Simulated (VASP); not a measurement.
# CdO: single point with LDA

The system is CdO.

```xyz
2
Lattice="0.0000 2.3610 2.3610 2.3610 0.0000 2.3610 2.3610 2.3610 0.0000" Properties=species:S:1:pos:R:3 pbc="T T T"
Cd    0.0000    0.0000    0.0000
O     2.3610    2.3610    2.3610
```

| Item | Value |
| --- | --- |
| Program | VASP 6.6.1 |
| Task | single point |
| Functional | LDA |
| Potentials or basis | VASP PAW LDA potentials, release 64 (Cd_sv_GW, O) |
| Cutoff | 700 eV |
| k mesh | 6 × 6 × 6 |
| Occupations | gaussian, width 0.1 eV |
| Spin | no spin polarisation |
| Dipole correction | no |
| Further INCAR settings | ALGO = Normal; EDIFF = 1e-06; NBANDS = 20 |

```json
{"Pressure": "-7.8 GPa", "Band gap on the k mesh": "zero (bands 13 and 14 overlap by 0.52 eV)"}
```

Levels at points of the mesh, in eV from the Fermi level:
| k point | band 9 | band 10 | band 11 | band 12 | band 13 | band 14 | band 15 | band 16 | band 17 | band 18 |
| --- | --- | --- | --- | --- | --- | --- | --- | --- | --- | --- |
| (0.00, 0.00, 0.00) | -6.44 | -6.44 | -1.44 | -1.44 | -1.44 | -0.61 | 14.24 | 16.69 | 16.69 | 16.69 |
| (0.50, 0.00, 0.00) | -6.18 | -6.18 | -3.90 | -0.09 | -0.09 | 4.18 | 6.98 | 11.47 | 11.47 | 17.37 |
| (0.50, 0.50, 0.00) | -6.04 | -5.73 | -4.40 | -2.40 | -2.40 | 3.53 | 8.21 | 10.97 | 12.86 | 12.86 |

It took 20 s on 1 thread of Intel(R) Xeon(R) Platinum 8375C CPU @ 2.90GHz (Ice Lake) (shared host), peak memory 0.16 GiB.

Caveat: the k points lie up to 0.38 Å⁻¹ apart, too coarse for converged energies and pressures of a metal; semilocal functionals underestimate gaps, and a narrow one can read as zero.
